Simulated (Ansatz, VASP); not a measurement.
YSe in VASP and in Ansatz

```
CELL_PARAMETERS angstrom
0.00000 2.82137 2.82137
2.82137 0.00000 2.82137
2.82137 2.82137 0.00000
ATOMIC_POSITIONS crystal
Y 0.50000 0.50000 0.50000
Se 0.00000 0.00000 0.00000
```

Alike in both runs: functional LDA; k mesh 12 × 12 × 12; occupations fermi-dirac, width 0.1 eV; no spin polarisation.

Ansatz relaxed the structure, and its values are those at the end. VASP's run is a single point on that final structure, the one shown.

```csv
,VASP,Ansatz
version,VASP 6.6.1,Ansatz 0.2.0
potentials or method,"VASP PAW LDA potentials, release 64 (Y_sv, Se)","PAW with Ansatz's default frozen-core files, scalar-relativistic"
plane-wave cutoff (eV),520,420
valence electrons in the cell,17,27
```

```csv
,VASP,Ansatz,Ansatz less VASP
pressure (GPa),0.2,0.0,-0.19
```

LDA's correlation is that of Perdew and Zunger in VASP and of Perdew and Wang (1992) in Ansatz. VASP's potentials hold 17 valence electrons a cell and Ansatz's 27, so a difference there can come from the potentials and not from the codes.
